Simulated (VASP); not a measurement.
# RbBr (I4/mmm) in VASP: single point with HSE06

Aim: the single point of RbBr with HSE06.

All numbers are computed with VASP 6.6.1; they aren't measurements. Logs are shortened: lines on timing, memory, paths and dates and some standing lists are left out, and cuts for length are marked.

### 1 The cell of the first run

The structure is tetragonal, space group I4/mmm (No. 139). Conventional cell: a = 5.013 Å, b = 5.013 Å, c = 6.922 Å, α = 90.00°, β = 90.00°, γ = 90.00°. Rb (site symmetry 4/mmm) has 6 Br at 3.46 to 3.54 Å within 4.5 Å. Within 4.5 Å of Br (site symmetry 4/mmm) lie 6 Rb at 3.46 to 3.54 Å.

### 2 Single point, HSE06 (biaxial xy strain +2.4%)

Input file POSCAR:

```
RbBr
1.0
    0.0000000000      3.5445780991      3.4608261073
    3.5445780991      0.0000000000      3.4608261073
    3.5445780991      3.5445780991      0.0000000000
Rb Br
1 1
Direct
    0.0000000000      0.0000000000      0.0000000000
    0.5000000000      0.5000000000      0.5000000000
```

Input file INCAR.step1:

```
SYSTEM = RbBr
PREC     = Accurate       ! precision mode
ENCUT    = 520            ! plane-wave cutoff, eV
EDIFF    = 1E-5           ! SCF threshold, eV
ISMEAR   = 0              ! smearing method
SIGMA    = 0.01           ! smearing width, eV
LREAL    = .FALSE.        ! projectors in reciprocal space
LASPH    = .TRUE.         ! aspherical terms in the spheres
NELM     = 100            ! most SCF steps
ALGO     = Normal         ! electronic algorithm
ISIF     = 2              ! what is computed and relaxed
LWAVE    = .TRUE.         ! write WAVECAR
GGA      = PE             ! functional
NBANDS   = 15             ! bands
```

Input file INCAR.step2:

```
SYSTEM = RbBr
PREC     = Accurate       ! precision mode
ENCUT    = 520            ! plane-wave cutoff, eV
EDIFF    = 1E-6           ! SCF threshold, eV
ISMEAR   = 0              ! smearing method
SIGMA    = 0.01           ! smearing width, eV
LREAL    = .FALSE.        ! projectors in reciprocal space
LASPH    = .TRUE.         ! aspherical terms in the spheres
NELM     = 100            ! most SCF steps
ALGO     = Normal         ! electronic algorithm
ISIF     = 2              ! what is computed and relaxed
LWAVE    = .FALSE.        ! write WAVECAR
LCHARG   = .TRUE.         ! write CHGCAR
GGA      = PE             ! functional
LHFCALC  = .TRUE.         ! exact exchange
HFSCREEN = 0.2079         ! screening, 1/A
PRECFOCK = Normal       
LELF     = .TRUE.         ! ELF
LVHAR    = .TRUE.       
ISTART   = 1            
NBANDS   = 15             ! bands
```

Input file KPOINTS:

```
Automatic mesh
0
G
  4 4 4
  0 0 0
```

Potentials or basis: VASP PAW PBE potentials, release 64 (Rb_sv, Br).

Started as:

```sh
$ cat potpaw_PBE.64/Rb_sv/POTCAR potpaw_PBE.64/Br/POTCAR > POTCAR
$ cp INCAR.step1 INCAR
$ mpirun -np 1 vasp_std > vasp.out
$ cp INCAR.step2 INCAR
$ mpirun -np 1 vasp_std > vasp.out
```

OUTCAR:

```text
SYSTEM = RbBr
   PREC = Accurate
   ENCUT = 520
   EDIFF = 1E-6
   ISMEAR = 0
   LREAL = .FALSE.
   LASPH = .TRUE.
   NELM = 100
   ISIF = 2
   GGA = PE
   LHFCALC = .TRUE.
   HFSCREEN = 0.2079
   PRECFOCK = Normal
   ISTART = 1

 ion  position               nearest neighbor table
   1  0.000  0.000  0.000-   2 3.46   2 3.46   2 3.54   2 3.54   2 3.54   2 3.54
   2  0.500  0.500  0.500-   1 3.46   1 3.46   1 3.54   1 3.54   1 3.54   1 3.54

  LATTYP: Found a body centered tetragonal cell.
 ALAT       =     5.0127904206
 C/A-ratio  =     1.3807982448

  Lattice vectors:

 A1 = (   0.0000000000,  -3.5445780991,  -3.4608261073)
 A2 = (   0.0000000000,   3.5445780991,  -3.4608261073)
 A3 = (   3.5445780991,   0.0000000000,   3.4608261073)

Analysis of symmetry for initial positions (statically):
=====================================================================
 Subroutine PRICEL returns:
 Original cell was already a primitive cell.

 Routine SETGRP: Setting up the symmetry group for a
 body centered tetragonal supercell.

 Subroutine GETGRP returns: Found 16 space group operations
 (whereof 16 operations were pure point group operations)
 out of a pool of 16 trial point group operations.

The static configuration has the point symmetry D_4h.

Analysis of symmetry for dynamics (positions and initial velocities):
=====================================================================
 Subroutine PRICEL returns:
 Original cell was already a primitive cell.

 Routine SETGRP: Setting up the symmetry group for a
 body centered tetragonal supercell.

 Subroutine GETGRP returns: Found 16 space group operations
 (whereof 16 operations were pure point group operations)
 out of a pool of 16 trial point group operations.

The dynamic configuration has the point symmetry D_4h.

 Subroutine INISYM returns: Found 16 space group operations
 (whereof 16 operations are pure point group operations),
 and found     1 'primitive' translations

----------------------------------------------------------------------------------------

                                     Primitive cell

  volume of cell :      86.9639

  direct lattice vectors                    reciprocal lattice vectors
     0.000000000  3.544578099  3.460826107    -0.141060512  0.141060512  0.144474176
     3.544578099  0.000000000  3.460826107     0.141060512 -0.141060512  0.144474176
     3.544578099  3.544578099  0.000000000     0.141060512  0.141060512 -0.144474176

  length of vectors
     4.953922814  4.953922814  5.012790421     0.246310624  0.246310624  0.246310624

  position of ions in fractional coordinates (direct lattice)
     0.000000000  0.000000000  0.000000000
     0.500000000  0.500000000  0.500000000

  ion indices of the primitive-cell ions
   primitive index   ion index
                 1           1
                 2           2

----------------------------------------------------------------------------------------

 KPOINTS: Automatic mesh

Automatic generation of k-mesh.
 Grid dimensions read from file:
 generate k-points for:    4    4    4

 Generating k-lattice:

  Cartesian coordinates                     Fractional coordinates (reciprocal lattice)
    -0.035265128  0.035265128  0.036118544     0.250000000  0.000000000  0.000000000
     0.035265128 -0.035265128  0.036118544     0.000000000  0.250000000  0.000000000
     0.035265128  0.035265128 -0.036118544     0.000000000  0.000000000  0.250000000

  Length of vectors
     0.061577656  0.061577656  0.061577656

  Shift w.r.t. Gamma in fractional coordinates (k-lattice)
     0.000000000  0.000000000  0.000000000

 Subroutine IBZKPT returns following result:
 ===========================================

 Found     13 irreducible k-points:

 Following reciprocal coordinates:
            Coordinates               Weight
  0.000000  0.000000  0.000000      1.000000
  0.250000  0.000000  0.000000      8.000000
  0.500000  0.000000  0.000000      4.000000
  0.250000  0.250000  0.000000      2.000000
  0.500000  0.250000  0.000000      8.000000
 -0.250000  0.250000  0.000000      4.000000
  0.500000  0.500000  0.000000      1.000000
  0.250000  0.000000  0.250000      4.000000
  0.500000  0.000000  0.250000     16.000000
 -0.250000  0.000000  0.250000      8.000000
 -0.250000  0.500000  0.250000      4.000000
  0.500000  0.000000  0.500000      2.000000
 -0.250000  0.250000  0.500000      2.000000
   k-points           NKPTS =     13   k-points in BZ     NKDIM =     64   number of bands    NBANDS=     15
   number of dos      NEDOS =    301   number of ions     NIONS =      2
   total plane-waves  NPLWV =  64000
   dimension x,y,z NGX =    40 NGY =   40 NGZ =   40
   dimension x,y,z NGXF=    80 NGYF=   80 NGZF=   80
   ions per type =               1   1
   NGX,Y,Z   is equivalent  to a cutoff of  13.42, 13.42, 13.27 a.u.
   NGXF,Y,Z  is equivalent  to a cutoff of  26.85, 26.85, 26.53 a.u.
 SYSTEM =  RbBr
   PREC   = accura    normal or accurate (medium, high low for compatibility)
   ISTART =      1    job   : 0-new  1-cont  2-samecut
   ICHARG =      0    charge: 1-file 2-atom 10-const
   ISPIN  =      1    spin polarized calculation?
   LNONCOLLINEAR =      F non collinear calculations
   LSORBIT =      F    spin-orbit coupling
   LASPH  =      T    aspherical Exc in radial PAW
   ENCUT  =  520.0 eV  38.22 Ry    6.18 a.u.   9.21  9.21  9.32*2*pi/ulx,y,z
   NELM   =    100;   NELMIN=  2; NELMDL=  0     # of ELM steps
   EDIFF  = 0.1E-05   stopping-criterion for ELM
   LREAL  =      F    real-space projection
   EDIFFG = 0.1E-04   stopping-criterion for IOM
   NSW    =      0    number of steps for IOM
   IBRION =     -1    ionic relax: 0-MD 1-quasi-New 2-CG
   NFREE  =      0    steps in history (QN), initial steepest desc. (CG)
   ISIF   =      2    stress and relaxation
   ISYM   =      3    0-nonsym 1-usesym 2-fastsym
   POTIM  = 0.5000    time-step for ionic-motion
   TEBEG  =    0.0;   TEEND  =   0.0 temperature during run
   PSTRESS=    0.0 pullay stress
   NELECT =      16.0000    total number of electrons
   NUPDOWN=      -1.0000    fix difference up-down
   EMIN   =  10.00;   EMAX   =-10.00  energy-range for DOS
   EFERMI =   0.00;   METHOD = LEGACY
   ISMEAR =     0;   SIGMA  =   0.01  broadening in eV -4-tet -1-fermi 0-gaus
   EFERMI_NEDOS =   21; number of points for ismear=-14 and -15
   IALGO  =     38    algorithm
   IMIX   =      1    mixing-type and parameters
     AMIX     =   0.40;   BMIX     =  1.00
     AMIX_MAG =   1.60;   BMIX_MAG =  1.00
  volume/ion in A,a.u.               =      43.48       293.43
  Fermi-wavevector in a.u.,A,eV,Ry     =   0.931112  1.759546 11.795834  0.866969
  Thomas-Fermi vector in A             =   2.057571
   LORBIT       =      0    0 simple, 1 ext, 2 COOP (PROOUT), +10 PAW based schemes
   GGA     = PE    functional components
   LHFCALC =     T    Hartree Fock is set to
   PRECFOCK=normal    Normal, Fast or Accurate (Low or Medium for compatibility)
   ENCUT4O =  -1.0   cutoff for four orbital integrals eV
   NKREDX  =     1    reduce k-point grid by
   NKREDY  =     1    reduce k-point grid by
   NKREDZ  =     1    reduce k-point grid by
   AEXX    =    0.2500 exact exchange contribution
   HFSCREEN=    0.2079 screening length (either q_TF or 0.3 A-1)
   HFSCREENC=   0.2079 screening length for correlation (either q_TF or 0.3 A-1)
   ENCUTFOCK=  -1.0 apply spherical cutoff to Coloumb kernel
   IVDW    =     0    specifies the selected vdW correction
   LEPSILON=     F    determine dielectric tensor
   LRPA    =     F    only Hartree local field effects (RPA)
 non-spin polarized calculation
 Gauss-broadening in eV      SIGMA  =   0.01
  energy-cutoff  :      520.00
  volume of cell :       86.96
 maximum number of plane-waves:      2350
 NGX is ok and might be reduce to    40
  NGX = 28; NGY = 28; NGZ = 28

 number of electron      16.0000000 magnetization

 Free energy of the ion-electron system (eV)
  ---------------------------------------------------
  ext. energy  EPLUGINS =         0.00000000
  ---------------------------------------------------
  free energy    TOTEN  =        -7.07033154 eV

  energy without entropy =       -7.07033154  energy(sigma->0) =       -7.07033154

 E-fermi :  -2.7696     XC(G=0):  -5.8354

 val. band max:       -2.8849899358   @ k =   0.0000   0.0000   0.0000
 cond. band min:       2.4197683441   @ k =   0.0000   0.0000   0.0000
 fundamental gap:      5.3047582800
 Fermi energy:        -2.7696065403

 k-point     1 :       0.0000    0.0000    0.0000
  band No.  band energies     occupation
      1     -29.1582      2.00000
      2     -16.0219      2.00000
      3     -12.0690      2.00000
      4     -12.0665      2.00000
      5     -12.0665      2.00000
      6      -2.9019      2.00000
      7      -2.9019      2.00000
      8      -2.8850      2.00000
      9       2.4198      0.00000
     10       5.5592      0.00000
     11       5.5592      0.00000
     12       5.6937      0.00000
     13       6.4626      0.00000
     14       6.5950      0.00000
     15       9.0096      0.00000

 k-point     2 :       0.2500    0.0000    0.0000
  band No.  band energies     occupation
      1     -29.1548      2.00000
      2     -16.0347      2.00000
      3     -12.0707      2.00000
      4     -12.0685      2.00000
      5     -12.0461      2.00000
      6      -3.3882      2.00000
      7      -3.0532      2.00000
      8      -3.0514      2.00000
      9       3.6158      0.00000
     10       5.3812      0.00000
     11       6.2695      0.00000
     12       6.3384      0.00000
     13       7.2464      0.00000
     14       7.4115      0.00000
     15      10.4693      0.00000

 k-point     3 :       0.5000    0.0000    0.0000
  band No.  band energies     occupation
      1     -29.1514      2.00000
      2     -16.0473      2.00000
      3     -12.0748      2.00000
      4     -12.0694      2.00000
      5     -12.0243      2.00000
      6      -3.7856      2.00000
      7      -3.2017      2.00000
      8      -3.1951      2.00000
      9       4.8451      0.00000
     10       5.7786      0.00000
     11       7.7424      0.00000
     12       7.7729      0.00000
     13       8.1938      0.00000
     14       8.3688      0.00000
     15       8.9204      0.00000
[... 145 lines left out ...]
 k-point    12 :       0.5000    0.0000    0.5000
  band No.  band energies     occupation
      1     -29.1497      2.00000
      2     -15.9714      2.00000
      3     -12.2053      2.00000
      4     -12.1274      2.00000
      5     -12.1156      2.00000
      6      -3.3822      2.00000
      7      -3.0548      2.00000
      8      -3.0479      2.00000
      9       3.9284      0.00000
     10       5.2035      0.00000
     11       7.0789      0.00000
     12       7.5625      0.00000
     13       7.6682      0.00000
     14       9.0549      0.00000
     15       9.2416      0.00000

 k-point    13 :      -0.2500    0.2500    0.5000
  band No.  band energies     occupation
      1     -29.1496      2.00000
      2     -15.9982      2.00000
      3     -12.1600      2.00000
      4     -12.1600      2.00000
      5     -12.0382      2.00000
      6      -3.3626      2.00000
      7      -3.2459      2.00000
      8      -3.2459      2.00000
      9       5.3307      0.00000
     10       5.3307      0.00000
     11       6.3187      0.00000
     12       6.7254      0.00000
     13       9.1084      0.00000
     14       9.2566      0.00000
     15       9.3548      0.00000

------------------------ aborting loop because EDIFF is reached ----------------------------------------

  FORCE on cell =-STRESS in cart. coord.  units (eV):
  Direction    XX          YY          ZZ          XY          YZ          ZX
  --------------------------------------------------------------------------------------
  -------------------------------------------------------------------------------------
  Total       -0.2424266     -0.2424266      0.0514711      0.0000000      0.0000000      0.0000000
  in kB       -4.4663420     -4.4663420      0.9482774      0.0000000      0.0000000      0.0000000
  external PRESSURE =      -2.6614689 kB  Pullay stress =       0.0000000 kB

 VOLUME and BASIS-vectors are now :
 -----------------------------------------------------------------------------
  energy-cutoff  :      520.00
  volume of cell :       86.96
      direct lattice vectors                 reciprocal lattice vectors
     0.000000000  3.544578099  3.460826107    -0.141060512  0.141060512  0.144474176
     3.544578099  0.000000000  3.460826107     0.141060512 -0.141060512  0.144474176
     3.544578099  3.544578099  0.000000000     0.141060512  0.141060512 -0.144474176

 POSITION                                       TOTAL-FORCE (eV/Angst)
 -----------------------------------------------------------------------------------
      0.00000      0.00000      0.00000         0.000000     -0.000000      0.000000
      3.54458      3.54458      3.46083        -0.000000      0.000000      0.000000
 -----------------------------------------------------------------------------------
    total drift:                               -0.000000     -0.000000      0.000000

  FREE ENERGIE OF THE ION-ELECTRON SYSTEM (eV)
  ---------------------------------------------------
  free  energy   TOTEN  =        -7.0703315445 eV

  energy  without entropy=       -7.0703315445  energy(sigma->0) =       -7.07033154
```

Run time: 10 min. Hardware: 1 thread of AMD EPYC 7R13 (Zen 3), shared host; peak memory 0.32 GiB.

What came out:

```yaml
Free_energy: -7.0703 eV
Pressure: -0.3 GPa
Band_gap_on_the_k_mesh: 5.30 eV
```

Stress tensor (GPa, compression positive):
```
-0.45  0.00  0.00
 0.00 -0.45  0.00
 0.00  0.00  0.09
```

Levels at points of the mesh, in eV from the valence-band top:
| k point | band 6 | band 7 | band 8 | band 9 | band 10 | band 11 |
| --- | --- | --- | --- | --- | --- | --- |
| (0.00, 0.00, 0.00) | -0.02 | -0.02 | 0.00 | 5.30 | 8.44 | 8.44 |
| (0.50, 0.00, 0.00) | -0.90 | -0.32 | -0.31 | 7.73 | 8.66 | 10.63 |
| (0.50, 0.50, 0.00) | -0.46 | -0.19 | -0.19 | 6.78 | 8.13 | 10.07 |
| (0.50, 0.00, 0.50) | -0.50 | -0.17 | -0.16 | 6.81 | 8.09 | 9.96 |

Caveat: the cell differs from its parent crystal (biaxial xy strain +2.4%); the PAW data sets were made with another functional, which shifts forces and pressure a little.
